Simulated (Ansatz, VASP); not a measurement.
## One calculation of Al3Cu, two programs

Contents of POSCAR:

```
Al3Cu
1.0
    2.7737808629      0.0000000000      0.0000000000
    0.0000000000      2.7737808629      0.0000000000
    0.0000000000      0.0000000000      7.8196190074
Al Cu
3 1
Direct
    0.0000000000      0.0000000000      0.5000000000
    0.5000000000      0.5000000000      0.2226430005
    0.5000000000      0.5000000000      0.7773569995
    0.0000000000      0.0000000000      0.0000000000
```

File INCAR.step1:

```
PREC     = Accurate       # precision mode
ENCUT    = 520            # plane-wave cutoff, eV
ISMEAR   = 0              # smearing method
SIGMA    = 0.15           # smearing width, eV
LREAL    = F              # projectors in reciprocal space
LASPH    = T              # aspherical terms in the spheres
NELM     = 80             # most SCF steps
NBANDS   = 18             # bands
GGA      = PE             # functional
ALGO     = Normal         # electronic algorithm
EDIFF    = 1E-4           # SCF threshold, eV
LWAVE    = T              # write WAVECAR
LCHARG   = F              # write CHGCAR
```

File INCAR.step2:

```
PREC     = Accurate       # precision mode
ENCUT    = 520            # plane-wave cutoff, eV
EDIFF    = 1E-6           # SCF threshold, eV
ISMEAR   = 0              # smearing method
SIGMA    = 0.15           # smearing width, eV
LREAL    = F              # projectors in reciprocal space
LASPH    = T              # aspherical terms in the spheres
NELM     = 80             # most SCF steps
ALGO     = Normal         # electronic algorithm
ISIF     = 2              # what is computed and relaxed
LWAVE    = F              # write WAVECAR
LCHARG   = F              # write CHGCAR
METAGGA  = R2SCAN         # meta-GGA
LMIXTAU  = T            
NBANDS   = 18             # bands
ISTART   = 1
```

KPOINTS

```
regular mesh
0
Gamma
  18 18 6
```

Input for Ansatz:

```yaml
crystal:
  lattice:
    - [2.7737808629, 0.0, 0.0]
    - [0.0, 2.7737808629, 0.0]
    - [0.0, 0.0, 7.8196190074]
  atoms:
    - { symbol: Al, position: [0.0, 0.0, 0.5] }
    - { symbol: Al, position: [0.5, 0.5, 0.2226430005] }
    - { symbol: Al, position: [0.5, 0.5, 0.7773569995] }
    - { symbol: Cu, position: [0.0, 0.0, 0.0] }
basis:
  ecutwfc: 500
kpoints:
  mp_grid: { grid: [18, 18, 6] }
hamiltonian:
  xc: r2scan
scf:
  occupations: { method: gaussian, width: 0.15 }
output:
  forces: true
  stress: true
  eigenvalues: true
```

Change from the starting cell: strain +0.000 along x and y, +0.030 along z, atoms carried along.

Alike in both runs: task single point; functional r2SCAN; k mesh 18 × 18 × 6; occupations gaussian, width 0.15 eV; no spin polarisation.

|  | VASP | Ansatz |
| --- | --- | --- |
| version | VASP 6.6.1 | Ansatz 0.2.0 |
| potentials or method | VASP PAW PBE potentials, release 64 (Al, Cu), cutoff 520 eV | scalar-relativistic, plane waves, PAW |
| valence electrons in the cell | 20 | 28 |

Ansatz gave:

| Quantity | Value |
| --- | --- |
| gap on the k mesh at the Fermi level (eV) | none |
| pressure (GPa) | -2.9 |
| traceless stress, the component that is largest in VASP (GPa) | -3.42 |
| rms of the force components (eV/Å) | 0.014 |

**Question.** What did VASP give for the same quantities?

**Answer.** gap on the k mesh at the Fermi level (eV): none; pressure (GPa): -3.0; traceless stress, the component that is largest in VASP (GPa): -3.36; rms of the force components (eV/Å): 0.022.

VASP's potentials were made for PBE, not for r2SCAN. Atom by atom the forces differ by 0.008 eV/Å (rms over components). A gap of «none» marks a metal or a gap that the smearing closes. With one functional, cell and mesh, what is left measures potentials, basis and numerics. VASP's potentials hold 20 valence electrons a cell and Ansatz's 28, so a difference there can come from the potentials and not from the codes.
